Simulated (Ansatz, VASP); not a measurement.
# Hg: VASP beside Ansatz

```xyz
1
Lattice="2.9695 0.0000 0.0000 0.0000 2.9695 0.0000 0.0000 0.0000 2.9695" Properties=species:S:1:pos:R:3 pbc="T T T"
Hg    0.0000    0.0000    0.0000
```

Alike in both runs: task single point; functional LDA; k mesh 18 × 18 × 18; occupations fermi-dirac, width 0.1 eV; no spin polarisation.

|  | VASP | Ansatz |
| --- | --- | --- |
| version | VASP 6.6.1 | Ansatz 0.2.0 |
| potentials or method | VASP PAW LDA potentials, release 64 (Hg), cutoff 520 eV | plane waves (420 eV) with PAW, scalar-relativistic |
| valence electrons in the cell | 12 | 20 |

|  | VASP | Ansatz | Ansatz less VASP |
| --- | --- | --- | --- |
| pressure (GPa) | -2.7 | -3.2 | -0.48 |

Ansatz warns that its potentials were made for another functional, while VASP's fit it. LDA's correlation is that of Perdew and Zunger in VASP and of Perdew and Wang (1992) in Ansatz. VASP's potentials hold 12 valence electrons a cell and Ansatz's 20, so a difference there can come from the potentials and not from the codes.

Neither program's run includes spin-orbit coupling.
